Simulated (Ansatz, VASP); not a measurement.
# Two plane-wave programs on W

File INCAR:

```
SYSTEM = W
PREC = Accurate
ENCUT = 520
EDIFF = 1E-7
ISMEAR = -1
SIGMA = 0.1
LREAL = .FALSE.
LASPH = .TRUE.
NELM = 100
ALGO = Normal
ISIF = 2
LWAVE = .FALSE.
LCHARG = .TRUE.
GGA = RE
LELF = .TRUE.
LVHAR = .TRUE.
NBANDS = 13
```

File KPOINTS:

```
Automatic mesh
0
G
  23 23 23
  0 0 0
```

Contents of POSCAR:

```
W
1.0
   -1.6584425773      1.6584425773      1.6584425773
    1.6584425773     -1.6584425773      1.6584425773
    1.6584425773      1.6584425773     -1.6584425773
W
1
Direct
    0.0000000000      0.0000000000      0.0000000000
```

Input for Ansatz:

```yaml
crystal:
  lattice:
    - [-1.6584425773, 1.6584425773, 1.6584425773]
    - [1.6584425773, -1.6584425773, 1.6584425773]
    - [1.6584425773, 1.6584425773, -1.6584425773]
  atoms:
    - { symbol: W, position: [0.0, 0.0, 0.0] }
hamiltonian:
  xc: revpbe
  pseudopotentials:
    kind: paw
    azcp:
      W: "pseudopotentials/W.paw.azcp"
basis:
  ecutwfc: 420
  fft_grid_basis: typed
kpoints:
  mp_grid: { grid: [23, 23, 23], shift: [0, 0, 0] }
magnetization:
  spin_polarized: false
scf:
  occupations: { method: fermi_dirac, width: 0.1 }
output:
  stress: true
```

Alike in both runs: task single point; functional revPBE; k mesh 23 × 23 × 23; occupations fermi-dirac, width 0.1 eV; no spin polarisation.

|  | VASP | Ansatz |
| --- | --- | --- |
| version | VASP 6.6.1 | Ansatz 0.2.0 |
| potentials or method | VASP PAW PBE potentials, release 64 (W_sv), cutoff 520 eV | plane waves (420 eV) with PAW, scalar-relativistic |
| valence electrons in the cell | 14 | 14 |

Ansatz gave:

```
pressure (GPa) : -26.5
```

Task: Which values does VASP return?

Result: Pressure (GPa): -26.3.

VASP's potentials were made for PBE, not for revPBE.

Neither program's run includes spin-orbit coupling.
